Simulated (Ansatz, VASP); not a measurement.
One calculation of Cu, two programs

```
CELL_PARAMETERS angstrom
-1.44279 1.44279 1.37608
1.44279 -1.44279 1.37608
1.44279 1.44279 -1.37608
ATOMIC_POSITIONS crystal
Cu 0.00000 0.00000 0.00000
```

Alike in both runs: task relaxation of cell and atoms; functional LDA; k mesh 16 × 16 × 16; no spin polarisation.

```csv
,VASP,Ansatz
version,VASP 6.6.1,Ansatz 0.2.0
potentials or method,"VASP PAW LDA potentials, release 64 (Cu_sv_GW), cutoff 820 eV","plane waves, PAW"
occupations,"fermi-dirac, width 0.1 eV",fermi-dirac
valence electrons in the cell,19,19
```

```tsv
	VASP	Ansatz	Ansatz less VASP
relaxed volume (Å³/atom)	10.91	10.94	+0.023
relaxed length of the cell vector where the two differ most in proportion (Å)	2.421	2.426	+0.0045
```

LDA's correlation is that of Perdew and Zunger in VASP and of Perdew and Wang (1992) in Ansatz.
